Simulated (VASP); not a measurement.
Here is a VASP 6.6.1 calculation.

INCAR

```
SYSTEM = Ta
PREC     = Accurate       ! precision mode
ENCUT    = 520            ! plane-wave cutoff, eV
EDIFF    = 1E-6           ! SCF threshold, eV
ISMEAR   = -1             ! smearing method
SIGMA    = 0.05           ! smearing width, eV
LREAL    = .False.        ! projectors in reciprocal space
LASPH    = .True.         ! aspherical terms in the spheres
NELM     = 100            ! most SCF steps
ALGO     = Normal         ! electronic algorithm
ISIF     = 2              ! what is computed and relaxed
LWAVE    = .False.        ! write WAVECAR
LCHARG   = .True.         ! write CHGCAR
GGA      = PE             ! functional
LELF     = .True.         ! ELF
LVHAR    = .True.       
NBANDS   = 12             ! bands
```

File KPOINTS:

```
regular mesh
0
Gamma
  15 15 14
  0 0 0
```

POSCAR

```
Ta
1.0
    2.8703562060      0.0000000000      0.0000000000
   -1.4351781030      2.4858013923      0.0000000000
    0.0000000000      0.0000000000      2.7325115189
Ta
1
Direct
    0.0000000000      0.0000000000      0.0000000000
```

Potentials or basis: VASP PAW PBE potentials, release 64 (Ta_pv).

Run with:

```sh
$ cat potpaw_PBE.64/Ta_pv/POTCAR > POTCAR
$ mpirun -np 1 vasp_std > vasp.out
```

Task: Estimate the pressure.

Result: 2.2 GPa.
